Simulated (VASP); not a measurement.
# As in VASP: a series of runs

As is run at these levels: r2SCAN; tasks: single point.

Everything below comes from runs of VASP 6.6.1. Logs are shortened: lines on timing, memory, paths and dates and some standing lists are left out, and cuts for length are marked.

### Step 1. The cell of the first run

The cell holds a slab with vacuum, 4 atoms: a = 4.687 Å, b = 3.634 Å, c = 28.270 Å, α = 90.00°, β = 90.00°, γ = 90.00°.

### Step 2. Single point, r2SCAN (uniaxial x strain -2.5%)

The input, POSCAR:

```
As
1.0
    4.6871599937      0.0000000000      0.0000000000
    0.0000000000      3.6338992309      0.0000000000
    0.0000000000      0.0000000000     28.2703730404
As
4
Direct
    0.0720158480      0.0000000000      0.3779673902
    0.4279841520      0.5000000000      0.3779673902
    0.5720158480      0.5000000000      0.2941142967
    0.9279841520      0.0000000000      0.2941142967
```

The input, INCAR.step1:

```
SYSTEM = As
ALGO = Normal ; DIPOL = 0.5 0.5 0.336
EDIFF = 1E-4 ; ENCUT = 520
GGA = PE ; IDIPOL = 3
ISMEAR = 0 ; LASPH = .True.
LCHARG = .False. ; LDIPOL = .True.
LREAL = .False. ; LWAVE = .True.
NBANDS = 18 ; NELM = 80
PREC = Accurate ; SIGMA = 0.01
```

The input, INCAR.step2:

```
SYSTEM = As
ALGO = Normal ; DIPOL = 0.5 0.5 0.336
EDIFF = 1E-6 ; ENCUT = 520
IDIPOL = 3 ; ISIF = 2
ISMEAR = 0 ; ISTART = 1
LASPH = .True. ; LCHARG = .False.
LDIPOL = .True. ; LMIXTAU = .True.
LREAL = .False. ; LWAVE = .False.
METAGGA = R2SCAN ; NBANDS = 18
NELM = 80 ; PREC = Accurate
SIGMA = 0.01
```

The input, KPOINTS:

```
k-points
0
Gamma
  6 8 1
  0 0 0
```

Potentials or basis: VASP PAW PBE potentials, release 64 (As).

Command:

```bash
$ cat potpaw_PBE.64/As/POTCAR > POTCAR
$ cp INCAR.step1 INCAR
$ mpirun -np 1 vasp_std > vasp.out
$ cp INCAR.step2 INCAR
$ mpirun -np 1 vasp_std > vasp.out
```

OUTCAR:

```text
SYSTEM = As
   EDIFF = 1E-6
   ENCUT = 520
   ISIF = 2
   ISMEAR = 0
   ISTART = 1
   LASPH = .True.
   LREAL = .False.
   METAGGA = R2SCAN
   NELM = 80
   PREC = Accurate

 ion  position               nearest neighbor table
   1  0.072  0.000  0.378-   4 2.46   2 2.47   2 2.47
   2  0.428  0.500  0.378-   3 2.46   1 2.47   1 2.47
   3  0.572  0.500  0.294-   2 2.46   4 2.47   4 2.47
   4  0.928  0.000  0.294-   1 2.46   3 2.47   3 2.47

  LATTYP: Found a simple orthorhombic cell.
 ALAT       =     3.6338992309
 B/A-ratio  =     1.2898431398
 C/A-ratio  =     7.7796249274

  Lattice vectors:

 A1 = (   0.0000000000,  -3.6338992309,   0.0000000000)
 A2 = (   4.6871599937,   0.0000000000,   0.0000000000)
 A3 = (   0.0000000000,   0.0000000000,  28.2703730404)

Analysis of symmetry for initial positions (statically):
=====================================================================
 Subroutine PRICEL returns:
 Original cell was already a primitive cell.

 Routine SETGRP: Setting up the symmetry group for a
 simple orthorhombic supercell.

 Subroutine GETGRP returns: Found  8 space group operations
 (whereof  2 operations were pure point group operations)
 out of a pool of  8 trial point group operations.

The static configuration has the point symmetry C_1h.
 The point group associated with its full space group is D_2h.

Analysis of symmetry for dynamics (positions and initial velocities):
=====================================================================
 Subroutine PRICEL returns:
 Original cell was already a primitive cell.

 Routine SETGRP: Setting up the symmetry group for a
 simple orthorhombic supercell.

 Subroutine GETGRP returns: Found  8 space group operations
 (whereof  2 operations were pure point group operations)
 out of a pool of  8 trial point group operations.

The dynamic configuration has the point symmetry C_1h.
 The point group associated with its full space group is D_2h.

 Subroutine INISYM returns: Found  8 space group operations
 (whereof  2 operations are pure point group operations),
 and found     1 'primitive' translations

----------------------------------------------------------------------------------------

                                     Primitive cell

[... 91 lines left out ...]
   EDIFFG = 0.1E-04   stopping-criterion for IOM
   NSW    =      0    number of steps for IOM
   IBRION =     -1    ionic relax: 0-MD 1-quasi-New 2-CG
   NFREE  =      0    steps in history (QN), initial steepest desc. (CG)
   ISIF   =      2    stress and relaxation
   ISYM   =      2    0-nonsym 1-usesym 2-fastsym
   POTIM  = 0.5000    time-step for ionic-motion
   TEBEG  =    0.0;   TEEND  =   0.0 temperature during run
   PSTRESS=    0.0 pullay stress
   NELECT =      20.0000    total number of electrons
   NUPDOWN=      -1.0000    fix difference up-down
   EMIN   =  10.00;   EMAX   =-10.00  energy-range for DOS
   EFERMI =   0.00;   METHOD = LEGACY
   ISMEAR =     0;   SIGMA  =   0.01  broadening in eV -4-tet -1-fermi 0-gaus
   EFERMI_NEDOS =   21; number of points for ismear=-14 and -15
   IALGO  =     38    algorithm
   IMIX   =      4    mixing-type and parameters
     AMIX     =   0.40;   BMIX     =  1.00
     AMIX_MAG =   1.60;   BMIX_MAG =  1.00
  volume/ion in A,a.u.               =     120.38       812.36
  Fermi-wavevector in a.u.,A,eV,Ry     =   0.566953  1.071385  4.373392  0.321435
  Thomas-Fermi vector in A             =   1.605563
   LORBIT       =      0    0 simple, 1 ext, 2 COOP (PROOUT), +10 PAW based schemes
   METAGGA = R2SCAN    functional components
   LHFCALC =     F    Hartree Fock is set to
   AEXX    =    0.0000 exact exchange contribution
   IVDW    =     0    specifies the selected vdW correction
   LEPSILON=     F    determine dielectric tensor
   LRPA    =     F    only Hartree local field effects (RPA)
 non-spin polarized calculation
 Gauss-broadening in eV      SIGMA  =   0.01
  energy-cutoff  :      520.00
  volume of cell :      481.52
 maximum number of plane-waves:     13042
 NGX is ok and might be reduce to    36
   NGX = 17   NGY = 13   NGZ =105

 number of electron      19.9999995 magnetization

 dipolmoment           0.000000      0.000000      0.000001 electrons x Angstroem

 Free energy of the ion-electron system (eV)
  ---------------------------------------------------
  ext. energy  EPLUGINS =         0.00000000
  ---------------------------------------------------
  free energy    TOTEN  =       -58.62537219 eV

  energy without entropy =      -58.62537219  energy(sigma->0) =      -58.62537219

 E-fermi :  -3.0699     XC(G=0):  -2.2209

 val. band max:       -3.1484862353   @ k =   0.3333   0.0000   0.0000
 cond. band min:      -2.1594494053   @ k =   0.0000   0.0000   0.0000
 fundamental gap:      0.9890368301
 Fermi energy:        -3.0699182549

 k-point     1 :       0.0000    0.0000    0.0000
  band No.  band energies     occupation
      1     -17.9797      2.00000
      2     -15.6996      2.00000
      3     -12.6890      2.00000
      4      -9.2377      2.00000
      5      -8.0983      2.00000
      6      -7.0901      2.00000
[... 397 lines left out ...]
      5      -7.9514      2.00000
      6      -7.9514      2.00000
[... 10 lines left out ...]
     17       3.3643      0.00000
     18       3.3643      0.00000

------------------------ aborting loop because EDIFF is reached ----------------------------------------

 vacuum level on the upper side and lower side of the slab       (xc-potential included)         0.008         0.009

  FORCE on cell =-STRESS in cart. coord.  units (eV):
  Direction    XX          YY          ZZ          XY          YZ          ZX
  --------------------------------------------------------------------------------------
  -------------------------------------------------------------------------------------
  Total        0.8030908      0.5323449      0.0749281      0.0000000      0.0000000     -0.0000000
  in kB        2.6721512      1.7712892      0.2493108      0.0000000      0.0000000     -0.0000000
  external PRESSURE =       1.5642504 kB  Pullay stress =       0.0000000 kB

 VOLUME and BASIS-vectors are now :
 -----------------------------------------------------------------------------
  energy-cutoff  :      520.00
  volume of cell :      481.52
      direct lattice vectors                 reciprocal lattice vectors
     4.687159994  0.000000000  0.000000000     0.213348809  0.000000000  0.000000000
     0.000000000  3.633899231  0.000000000     0.000000000  0.275186497  0.000000000
     0.000000000  0.000000000 28.270373040     0.000000000  0.000000000  0.035372720

 POSITION                                       TOTAL-FORCE (eV/Angst)
 -----------------------------------------------------------------------------------
      0.33755      0.00000     10.68528        -0.033291     -0.000000      0.017410
      2.00603      1.81695     10.68528         0.033291      0.000000      0.017410
      2.68113      1.81695      8.31472        -0.033291     -0.000000     -0.017410
      4.34961      0.00000      8.31472         0.033291      0.000000     -0.017410
 -----------------------------------------------------------------------------------
    total drift:                                0.000000     -0.000000     -0.000011

  FREE ENERGIE OF THE ION-ELECTRON SYSTEM (eV)
  ---------------------------------------------------
  free  energy   TOTEN  =       -58.6253721904 eV

  energy  without entropy=      -58.6253721904  energy(sigma->0) =      -58.62537219

 vacuum level on the upper side and lower side of the slab         1.699         1.699
```

OUTCAR.step1:

```text
SYSTEM = As
   EDIFF = 1E-4
   ENCUT = 520
   GGA = PE
   ISMEAR = 0
   LASPH = .True.
   LREAL = .False.
   NELM = 80
[... 649 lines left out ...]
      2.68113      1.81695      8.31472        -0.327302     -0.000000     -0.264783
      4.34961      0.00000      8.31472         0.327302     -0.000000     -0.264783
 -----------------------------------------------------------------------------------
    total drift:                                0.000000      0.000000     -0.000094

  FREE ENERGIE OF THE ION-ELECTRON SYSTEM (eV)
  ---------------------------------------------------
  free  energy   TOTEN  =       -18.4781813061 eV

  energy  without entropy=      -18.4781813061  energy(sigma->0) =      -18.47818131

 vacuum level on the upper side and lower side of the slab         1.702         1.702
```

OSZICAR.step1:

```text
N       E                     dE             d eps       ncg     rms          rms(c)
DAV:   1     0.137995256658E+03    0.13800E+03   -0.55443E+03   720   0.731E+02
DAV:   2     0.609652714007E+00   -0.13739E+03   -0.12927E+03  1108   0.131E+02
DAV:   3    -0.181251440731E+02   -0.18735E+02   -0.18640E+02   994   0.571E+01
DAV:   4    -0.185987699036E+02   -0.47363E+00   -0.47276E+00   980   0.113E+01
DAV:   5    -0.186074086454E+02   -0.86387E-02   -0.86347E-02   998   0.138E+00    0.495E+00
DAV:   6    -0.185298053636E+02    0.77603E-01   -0.37854E-02   938   0.957E-01    0.294E+00
DAV:   7    -0.184810540667E+02    0.48751E-01   -0.80696E-02   880   0.136E+00    0.171E-01
DAV:   8    -0.184793858894E+02    0.16682E-02   -0.39491E-03   936   0.302E-01    0.800E-02
DAV:   9    -0.184784360236E+02    0.94987E-03   -0.75816E-04   940   0.124E-01    0.382E-02
DAV:  10    -0.184781758565E+02    0.26017E-03   -0.19672E-04   810   0.574E-02    0.203E-02
DAV:  11    -0.184781813061E+02   -0.54497E-05   -0.22903E-04   716   0.550E-02
   1 F= -.18478181E+02 E0= -.18478181E+02  d E =-.262170E-11
```

It took 14 min on 1 thread of Intel Xeon 8259CL, shared host; peak memory 0.58 GiB.

What came out:

- Free energy: -58.6254 eV
- Largest force: 0.038 eV/Å
- Band gap on the k mesh: 0.99 eV (least direct gap 1.00 eV)

Forces on the atoms (eV/Å):
```
As  -0.033  0.000  0.017
As   0.033  0.000  0.017
As  -0.033  0.000 -0.017
As   0.033  0.000 -0.017
```

Levels at points of the mesh, in eV from the valence-band top:
| k point | band 6 | band 7 | band 8 | band 9 | band 10 | band 11 | band 12 | band 13 | band 14 | band 15 |
| --- | --- | --- | --- | --- | --- | --- | --- | --- | --- | --- |
| (0.00, 0.00, 0.00) | -3.94 | -2.93 | -1.63 | -1.26 | -0.01 | 0.99 | 2.38 | 2.87 | 3.54 | 4.72 |
| (0.50, 0.00, 0.00) | -2.86 | -1.93 | -1.93 | -0.67 | -0.67 | 1.87 | 1.87 | 3.36 | 3.36 | 3.39 |
| (0.00, 0.50, 0.00) | -3.86 | -2.44 | -2.44 | -1.86 | -1.86 | 1.53 | 1.53 | 2.16 | 2.16 | 3.53 |
| (0.50, 0.50, 0.00) | -4.80 | -4.19 | -4.19 | -1.42 | -1.42 | 2.88 | 2.88 | 4.72 | 4.72 | 6.45 |

Caveat: the cell differs from its parent crystal (uniaxial x strain -2.5%); the PAW data sets were made with another functional, which shifts forces and pressure a little.

### Step 3. Single point, r2SCAN (strain -1.0%)

The input, POSCAR:

```
As
1.0
    4.7592701474      0.0000000000      0.0000000000
    0.0000000000      3.5975602386      0.0000000000
    0.0000000000      0.0000000000     28.2703730404
As
4
Direct
    0.0739131883      0.0000000000      0.3778726542
    0.4260868117      0.5000000000      0.3778726542
    0.5739131883      0.5000000000      0.2942090327
    0.9260868117      0.0000000000      0.2942090327
```

The input, INCAR.step1:

```
  ALGO = Normal
  DIPOL = 0.5 0.5 0.336
  EDIFF = 1E-4
  ENCUT = 520
  GGA = PE
  IDIPOL = 3
  ISMEAR = 0
  LASPH = True
  LCHARG = False
  LDIPOL = True
  LREAL = False
  LWAVE = True
  NBANDS = 18
  NELM = 80
  PREC = Accurate
  SIGMA = 0.01
```

The input, INCAR.step2:

```
  ALGO = Normal
  DIPOL = 0.5 0.5 0.336
  EDIFF = 1E-7
  ENCUT = 520
  IDIPOL = 3
  ISIF = 2
  ISMEAR = 0
  ISTART = 1
  LASPH = True
  LCHARG = False
  LDIPOL = True
  LMIXTAU = True
  LREAL = False
  LWAVE = False
  METAGGA = R2SCAN
  NBANDS = 18
  NELM = 80
  PREC = Accurate
  SIGMA = 0.01
```

The input, KPOINTS:

```
k-points
0
Gamma
  6 8 1
```

Potentials or basis: VASP PAW PBE potentials, release 64 (As).

Command:

```bash
$ cat potpaw_PBE.64/As/POTCAR > POTCAR
$ cp INCAR.step1 INCAR
$ mpirun -np 1 vasp_std > vasp.out
$ cp INCAR.step2 INCAR
$ mpirun -np 1 vasp_std > vasp.out
```

Wall time 16 min (1 thread of Intel Xeon 8259CL, shared host); peak memory 0.58 GiB.

It converged, with:

```yaml
Free_energy: -58.6274 eV
Largest_force: 0.039 eV/Å
Band_gap_on_the_k_mesh: 1.02 eV
```

Forces in eV/Å, atoms in the order of the input:
```
As  -0.033  0.000  0.020
As   0.033  0.000  0.020
As  -0.033  0.000 -0.020
As   0.033  0.000 -0.020
```

Levels at points of the mesh, in eV from the valence-band top:
```
           k point  band 8  band 9  band 10  band 11  band 12  band 13
(0.00, 0.00, 0.00)   -1.60   -1.12     0.00     1.02     2.52     2.99
(0.50, 0.00, 0.00)   -1.80   -0.69    -0.69     1.99     1.99     3.42
(0.00, 0.50, 0.00)   -2.46   -1.82    -1.82     1.52     1.52     2.23
(0.50, 0.50, 0.00)   -4.17   -1.33    -1.33     2.88     2.88     4.58
```

Caveat: the cell differs from its parent crystal (strain -1.0%); the PAW data sets were made with another functional, which shifts forces and pressure a little.

### Step 4. Single point, r2SCAN (uniaxial y strain -0.5%)

The input, POSCAR:

```
As
1.0
    4.8073435832      0.0000000000      0.0000000000
    0.0000000000      3.6157297347      0.0000000000
    0.0000000000      0.0000000000     28.2703730404
As
4
Direct
    0.0757352106      0.0000000000      0.3777643818
    0.4242647894      0.5000000000      0.3777643818
    0.5757352106      0.5000000000      0.2943173051
    0.9242647894      0.0000000000      0.2943173051
```

The input, INCAR.step1:

```
SYSTEM = As
PREC = Accurate
ENCUT = 520
ISMEAR = 0
SIGMA = 0.01
LREAL = .False.
LASPH = .True.
NELM = 100
LDIPOL = .True.
IDIPOL = 3
DIPOL = 0.5 0.5 0.336
NBANDS = 18
GGA = PE
ALGO = Normal
EDIFF = 1E-4
LWAVE = .True.
LCHARG = .False.
```

The input, INCAR.step2:

```
SYSTEM = As
PREC = Accurate
ENCUT = 520
EDIFF = 1E-7
ISMEAR = 0
SIGMA = 0.01
LREAL = .False.
LASPH = .True.
NELM = 100
ALGO = Normal
ISIF = 2
LWAVE = .False.
LCHARG = .True.
LDIPOL = .True.
IDIPOL = 3
DIPOL = 0.5 0.5 0.336
METAGGA = R2SCAN
LMIXTAU = .True.
LELF = .True.
LVHAR = .True.
LVACPOTAV = .True.
NBANDS = 18
ISTART = 1
```

The input, KPOINTS:

```
regular mesh
0
Gamma
  6 8 1
  0 0 0
```

Command:

```bash
$ cat potpaw_PBE.64/As/POTCAR > POTCAR
$ cp INCAR.step1 INCAR
$ mpirun -np 1 vasp_std > vasp.out
$ cp INCAR.step2 INCAR
$ mpirun -np 1 vasp_std > vasp.out
```

Wall time 19 min (1 thread of Intel Xeon 8259CL, shared host); peak memory 0.59 GiB.

It converged, with:

```
Free energy                            : -58.6341 eV
Largest force                          : 0.033 eV/Å
Band gap on the k mesh                 : 1.10 eV
Ionisation potential of the upper face : 4.94 eV
```

Forces on the atoms (eV/Å):
```
As  -0.027  0.000  0.019
As   0.027  0.000  0.019
As  -0.027  0.000 -0.019
As   0.027  0.000 -0.019
```

Levels at points of the mesh, in eV from the valence-band top:
```tsv
k point	band 6	band 7	band 8	band 9	band 10	band 11	band 12	band 13	band 14	band 15
(0.00, 0.00, 0.00)	-3.83	-2.74	-1.50	-1.12	0.00	1.10	2.47	2.89	3.51	4.83
(0.50, 0.00, 0.00)	-2.76	-1.83	-1.83	-0.74	-0.74	1.94	1.94	3.47	3.47	3.56
(0.00, 0.50, 0.00)	-3.93	-2.44	-2.44	-1.78	-1.78	1.54	1.54	2.30	2.30	3.68
(0.50, 0.50, 0.00)	-4.60	-4.11	-4.11	-1.26	-1.26	2.88	2.88	4.48	4.48	6.26
```

Caveat: the cell differs from its parent crystal (uniaxial y strain -0.5%); the PAW data sets were made with another functional, which shifts forces and pressure a little.

(Continued in part 2 of 2.)
